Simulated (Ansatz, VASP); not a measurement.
# One calculation of BeSi, two programs

```
Be Si
1.0
     3.56132    0.00000    0.00000
     0.00000    3.56132    0.00000
     0.00000    0.00000    3.52577
Be Si
2 2
Direct
  0.00000 0.50000 0.49179
  0.50000 0.00000 0.50821
  0.00000 0.00000 0.00000
  0.50000 0.50000 0.00000
```

Alike in both runs: task relaxation of cell and atoms; functional PBE; k mesh 14 × 14 × 14; occupations gaussian, width 0.1 eV; no spin polarisation.

|  | VASP | Ansatz |
| --- | --- | --- |
| version | VASP 6.6.1 | Ansatz 0.2.0 |
| potentials or method | VASP PAW PBE potentials, release 64 (Be, Si), cutoff 600 eV | scalar-relativistic, plane waves, PAW |
| valence electrons in the cell | 12 | 12 |

Ansatz gave:

| Quantity | Value |
| --- | --- |
| gap on the k mesh at the Fermi level, each at its own relaxed structure (eV) | none |
| relaxed volume (Å³/atom) | 11.15 |
| relaxed cell length with the largest relative difference (Å) | 3.434 |

Q: Which values does VASP return?

A: gap on the k mesh at the Fermi level, each at its own relaxed structure (eV): none; relaxed volume (Å³/atom): 11.15; relaxed cell length with the largest relative difference (Å): 3.433.

A gap of «none» marks a metal or a gap that the smearing closes.
